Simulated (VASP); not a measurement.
Crystal: RbBr.

```
Rb Br
1.0
     0.00000    3.35704    3.35704
     3.35704    0.00000    3.35704
     3.35704    3.35704    0.00000
Rb Br
1 1
Direct
  0.00000 0.00000 0.00000
  0.50000 0.50000 0.50000
```

Base run:

```yaml
Program: VASP 6.6.1
Functional: r2SCAN
Potentials_or_basis: VASP PAW PBE potentials, release 64 (Rb_sv, Br)
Cutoff: 520 eV
k_mesh: 7 × 7 × 7
Occupations: fermi-dirac, width 0.05 eV
Spin: no spin polarisation
```

Its results: band gap on the k mesh 5.14 eV; pressure 1.6 GPa.

Task: The run is repeated on the same cell with these changes: functional from r2SCAN to PBE; further incar settings from ALGO = Normal; EDIFF = 1e-06; NBANDS = 15 to ALGO = Normal; EDIFF = 1e-07; NBANDS = 15. What comes out?

Result: Band gap on the k mesh 4.53 eV; pressure 2.2 GPa.

Caveats: the PAW data sets were made with another functional, which shifts forces and pressure a little (at least some runs).

